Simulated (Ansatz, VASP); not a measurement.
Nb: VASP beside Ansatz

```
CELL_PARAMETERS angstrom
4.83220 0.00000 0.00000
-2.41610 4.18481 0.00000
0.00000 0.00000 2.64812
ATOMIC_POSITIONS crystal
Nb 0.00000 0.00000 0.00000
Nb 0.33333 0.66667 0.50000
Nb 0.66667 0.33333 0.50000
```

Alike in both runs: functional PBEsol; k mesh 12 × 12 × 18; occupations gaussian, width 0.1 eV; no spin polarisation.

Ansatz relaxed the structure, and its values are those at the end. VASP's run is a single point on that final structure, the one shown.

|  | VASP | Ansatz |
| --- | --- | --- |
| version | VASP 6.6.1 | Ansatz 0.2.0 |
| potentials or method | VASP PAW PBE potentials, release 64 (Nb_sv), cutoff 500 eV | scalar-relativistic, plane waves, PAW |
| valence electrons in the cell | 39 | 39 |

|  | VASP | Ansatz | Ansatz less VASP |
| --- | --- | --- | --- |
| gap on the k mesh at the Fermi level (eV) | none | none | - |
| pressure (GPa) | -0.3 | 0.0 | +0.31 |

VASP's potentials were made for PBE, not for PBEsol. A gap of «none» marks a metal or a gap that the smearing closes.
